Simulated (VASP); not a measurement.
# SiNi3 (Pm-3m) in VASP: single point with r2SCAN

Aim: the single point of SiNi3 with r2SCAN.

Everything below comes from runs of VASP 6.6.1. Logs are shortened: lines on timing, memory, paths and dates and some standing lists are left out, and cuts for length are marked.

## (1) The cell of the first run

The structure is cubic, space group Pm-3m (No. 221). The conventional cell has a = 3.465 Å, b = 3.465 Å, c = 3.465 Å, α = 90.00°, β = 90.00°, γ = 90.00°. Si (site symmetry m-3m) has 12 Ni at 2.45 Å within 3.2 Å. Within 3.2 Å of Ni (site symmetry 4/mmm) lie 4 Si at 2.45 Å and 8 Ni at 2.45 Å.

## (2) Single point, r2SCAN

The input, POSCAR:

```
SiNi3
1.0
    3.4646982104      0.0000000000      0.0000000000
    0.0000000000      3.4646982104      0.0000000000
    0.0000000000      0.0000000000      3.4646982104
Si Ni
1 3
Direct
    0.0000000000      0.0000000000      0.0000000000
    0.0000000000      0.5000000000      0.5000000000
    0.5000000000      0.0000000000      0.5000000000
    0.5000000000      0.5000000000      0.0000000000
```

The input, INCAR.step1:

```
PREC = Accurate ; ENCUT = 520
ISMEAR = 0 ; SIGMA = 0.1
LREAL = False ; LASPH = True
NELM = 60 ; NBANDS = 25
GGA = PE ; ALGO = Normal
EDIFF = 1E-4 ; LWAVE = True
LCHARG = False
```

The input, INCAR.step2:

```
PREC = Accurate ; ENCUT = 520
EDIFF = 1E-7 ; ISMEAR = 0
SIGMA = 0.1 ; LREAL = False
LASPH = True ; NELM = 60
ALGO = Normal ; ISIF = 2
LWAVE = False ; LCHARG = False
METAGGA = R2SCAN ; LMIXTAU = True
NBANDS = 25 ; ISTART = 1
```

The input, KPOINTS:

```
Automatic mesh
0
Gamma
  12 12 12
```

Potentials or basis: VASP PAW PBE potentials, release 64 (Si, Ni).

The run is started by

```console
> cat potpaw_PBE.64/Si/POTCAR potpaw_PBE.64/Ni/POTCAR > POTCAR
> cp INCAR.step1 INCAR
> mpirun -np 1 vasp_std > vasp.out
> cp INCAR.step2 INCAR
> mpirun -np 1 vasp_std > vasp.out
```

OUTCAR:

```text
PREC = Accurate
   ENCUT = 520
   EDIFF = 1E-7
   ISMEAR = 0
   LREAL = False
   LASPH = True
   NELM = 60
   ISIF = 2
   METAGGA = R2SCAN
   ISTART = 1

 ion  position               nearest neighbor table
   1  0.000  0.000  0.000-   2 2.45   3 2.45   4 2.45   2 2.45   3 2.45   2 2.45   4 2.45   2 2.45
                             3 2.45   4 2.45   3 2.45   4 2.45
   2  0.000  0.500  0.500-   1 2.45   3 2.45   4 2.45   1 2.45   4 2.45   1 2.45   3 2.45   1 2.45
                             3 2.45   4 2.45   4 2.45   3 2.45
   3  0.500  0.000  0.500-   1 2.45   2 2.45   4 2.45   1 2.45   4 2.45   2 2.45   4 2.45   4 2.45
                             1 2.45   2 2.45   1 2.45   2 2.45
   4  0.500  0.500  0.000-   1 2.45   2 2.45   3 2.45   2 2.45   3 2.45   1 2.45   3 2.45   3 2.45
                             1 2.45   2 2.45   2 2.45   1 2.45

  LATTYP: Found a simple cubic cell.
 ALAT       =     3.4646982104

  Lattice vectors:

 A1 = (   3.4646982104,   0.0000000000,   0.0000000000)
 A2 = (   0.0000000000,   3.4646982104,   0.0000000000)
 A3 = (   0.0000000000,   0.0000000000,   3.4646982104)

Analysis of symmetry for initial positions (statically):
=====================================================================
 Subroutine PRICEL returns:
 Original cell was already a primitive cell.

 Routine SETGRP: Setting up the symmetry group for a
 simple cubic supercell.

 Subroutine GETGRP returns: Found 48 space group operations
 (whereof 48 operations were pure point group operations)
 out of a pool of 48 trial point group operations.

The static configuration has the point symmetry O_h .

Analysis of symmetry for dynamics (positions and initial velocities):
=====================================================================
 Subroutine PRICEL returns:
 Original cell was already a primitive cell.

 Routine SETGRP: Setting up the symmetry group for a
 simple cubic supercell.

 Subroutine GETGRP returns: Found 48 space group operations
 (whereof 48 operations were pure point group operations)
 out of a pool of 48 trial point group operations.

The dynamic configuration has the point symmetry O_h .

 Subroutine INISYM returns: Found 48 space group operations
 (whereof 48 operations are pure point group operations),
 and found     1 'primitive' translations

----------------------------------------------------------------------------------------

                                     Primitive cell

  volume of cell :      41.5907

  direct lattice vectors                    reciprocal lattice vectors
     3.464698210  0.000000000  0.000000000     0.288625427  0.000000000  0.000000000
     0.000000000  3.464698210  0.000000000     0.000000000  0.288625427  0.000000000
     0.000000000  0.000000000  3.464698210     0.000000000  0.000000000  0.288625427

  length of vectors
     3.464698210  3.464698210  3.464698210     0.288625427  0.288625427  0.288625427

  position of ions in fractional coordinates (direct lattice)
     0.000000000  0.000000000  0.000000000
     0.000000000  0.500000000  0.500000000
     0.500000000  0.000000000  0.500000000
     0.500000000  0.500000000  0.000000000

  ion indices of the primitive-cell ions
   primitive index   ion index
                 1           1
                 2           2
                 3           3
                 4           4

----------------------------------------------------------------------------------------

 KPOINTS: Automatic mesh

Automatic generation of k-mesh.
 Grid dimensions read from file:
 generate k-points for:   12   12   12

 Generating k-lattice:

  Cartesian coordinates                     Fractional coordinates (reciprocal lattice)
     0.024052119  0.000000000  0.000000000     0.083333333  0.000000000  0.000000000
     0.000000000  0.024052119  0.000000000     0.000000000  0.083333333  0.000000000
     0.000000000  0.000000000  0.024052119     0.000000000  0.000000000  0.083333333

  Length of vectors
     0.024052119  0.024052119  0.024052119

  Shift w.r.t. Gamma in fractional coordinates (k-lattice)
     0.000000000  0.000000000  0.000000000

 Subroutine IBZKPT returns following result:
 ===========================================

 Found     84 irreducible k-points:

 Following reciprocal coordinates:
            Coordinates               Weight
  0.000000  0.000000  0.000000      1.000000
  0.083333  0.000000  0.000000      6.000000
  0.166667  0.000000  0.000000      6.000000
  0.250000  0.000000  0.000000      6.000000
  0.333333  0.000000  0.000000      6.000000
  0.416667  0.000000  0.000000      6.000000
[... 16 lines left out ...]
  0.333333  0.333333  0.000000     12.000000
  0.416667  0.333333  0.000000     24.000000
 [... further k-points ...]
   k-points           NKPTS =     84   k-points in BZ     NKDIM =     84   number of bands    NBANDS=     25
   number of dos      NEDOS =    301   number of ions     NIONS =      4
   total plane-waves  NPLWV =  21952
   dimension x,y,z NGX =    28 NGY =   28 NGZ =   28
   dimension x,y,z NGXF=    56 NGYF=   56 NGZF=   56
   ions per type =               1   3
   NGX,Y,Z   is equivalent  to a cutoff of  13.44, 13.44, 13.44 a.u.
   NGXF,Y,Z  is equivalent  to a cutoff of  26.87, 26.87, 26.87 a.u.
 SYSTEM =  unknown system
   PREC   = accura    normal or accurate (medium, high low for compatibility)
   ISTART =      1    job   : 0-new  1-cont  2-samecut
   ICHARG =      0    charge: 1-file 2-atom 10-const
   ISPIN  =      1    spin polarized calculation?
   LNONCOLLINEAR =      F non collinear calculations
   LSORBIT =      F    spin-orbit coupling
   LASPH  =      T    aspherical Exc in radial PAW
   ENCUT  =  520.0 eV  38.22 Ry    6.18 a.u.   6.44  6.44  6.44*2*pi/ulx,y,z
   NELM   =     60;   NELMIN=  2; NELMDL=  0     # of ELM steps
   EDIFF  = 0.1E-06   stopping-criterion for ELM
   LREAL  =      F    real-space projection
   EDIFFG = 0.1E-05   stopping-criterion for IOM
   NSW    =      0    number of steps for IOM
   IBRION =     -1    ionic relax: 0-MD 1-quasi-New 2-CG
   NFREE  =      0    steps in history (QN), initial steepest desc. (CG)
   ISIF   =      2    stress and relaxation
   ISYM   =      2    0-nonsym 1-usesym 2-fastsym
   POTIM  = 0.5000    time-step for ionic-motion
   TEBEG  =    0.0;   TEEND  =   0.0 temperature during run
   PSTRESS=    0.0 pullay stress
   NELECT =      34.0000    total number of electrons
   NUPDOWN=      -1.0000    fix difference up-down
   EMIN   =  10.00;   EMAX   =-10.00  energy-range for DOS
   EFERMI =   0.00;   METHOD = LEGACY
   ISMEAR =     0;   SIGMA  =   0.10  broadening in eV -4-tet -1-fermi 0-gaus
   EFERMI_NEDOS =   21; number of points for ismear=-14 and -15
   IALGO  =     38    algorithm
   IMIX   =      4    mixing-type and parameters
     AMIX     =   0.40;   BMIX     =  1.00
     AMIX_MAG =   1.60;   BMIX_MAG =  1.00
  volume/ion in A,a.u.               =      10.40        70.17
  Fermi-wavevector in a.u.,A,eV,Ry     =   1.530743  2.892686 31.880836  2.343175
  Thomas-Fermi vector in A             =   2.638184
   LORBIT       =      0    0 simple, 1 ext, 2 COOP (PROOUT), +10 PAW based schemes
   METAGGA = R2SCAN    functional components
   LHFCALC =     F    Hartree Fock is set to
   AEXX    =    0.0000 exact exchange contribution
   IVDW    =     0    specifies the selected vdW correction
   LEPSILON=     F    determine dielectric tensor
   LRPA    =     F    only Hartree local field effects (RPA)
 non-spin polarized calculation
 Gauss-broadening in eV      SIGMA  =   0.10
  energy-cutoff  :      520.00
  volume of cell :       41.59
 maximum number of plane-waves:      1141
 NGX is ok and might be reduce to    28
   NGX = 13   NGY = 13   NGZ = 13

 number of electron      33.9999971 magnetization

 Free energy of the ion-electron system (eV)
  ---------------------------------------------------
  ext. energy  EPLUGINS =         0.00000000
  ---------------------------------------------------
  free energy    TOTEN  =       -46.37854066 eV

  energy without entropy =      -46.36804324  energy(sigma->0) =      -46.37329195

 E-fermi :  11.0247     XC(G=0): -14.4134

 val. band max:       11.0023224772   @ k =   0.0833   0.0833   0.0833
 cond. band min:      11.0264910546   @ k =   0.0833   0.0833   0.0000
 fundamental gap:      0.0241685774
 Fermi energy:        11.0246644762

 k-point     1 :       0.0000    0.0000    0.0000
  band No.  band energies     occupation
      1      -1.7687      2.00000
      2       5.7107      2.00000
      3       6.5951      2.00000
      4       6.5951      2.00000
      5       7.1802      2.00000
      6       7.1802      2.00000
[... 17 lines left out ...]
     24      22.5304      0.00000
     25      22.5304      0.00000

 k-point     2 :       0.0833    0.0000    0.0000
  band No.  band energies     occupation
      1      -1.6809      2.00000
      2       5.7324      2.00000
      3       6.4678      2.00000
      4       6.6573      2.00000
      5       7.1705      2.00000
      6       7.1705      2.00000
[... 17 lines left out ...]
     24      22.2023      0.00000
     25      22.2967      0.00000

 k-point     3 :       0.1667    0.0000    0.0000
  band No.  band energies     occupation
      1      -1.4208      2.00000
      2       5.6334      2.00000
      3       6.2099      2.00000
      4       6.8371      2.00000
      5       7.1373      2.00000
      6       7.1373      2.00000
[... 552 lines left out ...]
 k-point    23 :       0.3333    0.3333    0.0000
  band No.  band energies     occupation
      1       0.7260      2.00000
      2       4.7982      2.00000
      3       4.8970      2.00000
      4       6.7756      2.00000
      5       7.0611      2.00000
      6       7.7061      2.00000
[... 17 lines left out ...]
     24      21.6157      0.00000
     25      22.4509      0.00000

 k-point    24 :       0.4167    0.3333    0.0000
  band No.  band energies     occupation
      1       1.2241      2.00000
      2       4.1352      2.00000
      3       5.1114      2.00000
      4       6.7307      2.00000
      5       7.1505      2.00000
      6       7.8794      2.00000
[... 17 lines left out ...]
     24      21.6249      0.00000
     25      22.7861      0.00000

 [... further k-points ...]

------------------------ aborting loop because EDIFF is reached ----------------------------------------

  FORCE on cell =-STRESS in cart. coord.  units (eV):
  Direction    XX          YY          ZZ          XY          YZ          ZX
  --------------------------------------------------------------------------------------
  -------------------------------------------------------------------------------------
  Total        0.0848007      0.0848007      0.0848007     -0.0000000     -0.0000000      0.0000000
  in kB        3.2667329      3.2667329      3.2667329     -0.0000000     -0.0000000      0.0000000
  external PRESSURE =       3.2667329 kB  Pullay stress =       0.0000000 kB

 VOLUME and BASIS-vectors are now :
 -----------------------------------------------------------------------------
  energy-cutoff  :      520.00
  volume of cell :       41.59
      direct lattice vectors                 reciprocal lattice vectors
     3.464698210  0.000000000  0.000000000     0.288625427  0.000000000  0.000000000
     0.000000000  3.464698210  0.000000000     0.000000000  0.288625427  0.000000000
     0.000000000  0.000000000  3.464698210     0.000000000  0.000000000  0.288625427

 POSITION                                       TOTAL-FORCE (eV/Angst)
 -----------------------------------------------------------------------------------
      0.00000      0.00000      0.00000         0.000000      0.000000      0.000000
      0.00000      1.73235      1.73235         0.000000      0.000000      0.000000
      1.73235      0.00000      1.73235         0.000000      0.000000      0.000000
      1.73235      1.73235      0.00000         0.000000      0.000000      0.000000
 -----------------------------------------------------------------------------------
    total drift:                                0.000000      0.000000      0.000000

  FREE ENERGIE OF THE ION-ELECTRON SYSTEM (eV)
  ---------------------------------------------------
  free  energy   TOTEN  =       -46.3785406636 eV

  energy  without entropy=      -46.3680432435  energy(sigma->0) =      -46.37329195
```

Run time: 13 min. Hardware: 1 thread of AMD EPYC 7R13, shared host; peak memory 0.19 GiB.

Results:

```yaml
Free_energy: -46.3785 eV
Pressure: 0.3 GPa
Band_gap_on_the_k_mesh: zero (bands 17 and 18 overlap by 0.28 eV)
```

Caveat: the PAW data sets were made with another functional, which shifts forces and pressure a little.
